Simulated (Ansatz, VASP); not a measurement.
## One calculation of SnTe, two programs

```
Sn Te
1.0
     0.00000    3.15711    3.15711
     3.15711    0.00000    3.15711
     3.15711    3.15711    0.00000
Sn Te
1 1
Direct
  0.00000 0.00000 0.00000
  0.50000 0.50000 0.50000
```

Alike in both runs: task single point; functional r2SCAN; k mesh 6 × 6 × 6; occupations fermi-dirac, width 0.02 eV; no spin polarisation.

```csv
,VASP,Ansatz
version,VASP 6.6.1,Ansatz 0.2.0
potentials or method,"VASP PAW PBE potentials, release 64 (Sn_d, Te)","plane waves, PAW"
plane-wave cutoff (eV),520,500
valence electrons in the cell,20,30
```

|  | VASP | Ansatz | Ansatz less VASP |
| --- | --- | --- | --- |
| pressure (GPa) | 1.4 | 1.4 | -0.01 |

VASP's potentials were made for PBE, not for r2SCAN. VASP's potentials hold 20 valence electrons a cell and Ansatz's 30, so a difference there can come from the potentials and not from the codes.

Spin-orbit coupling is off throughout.
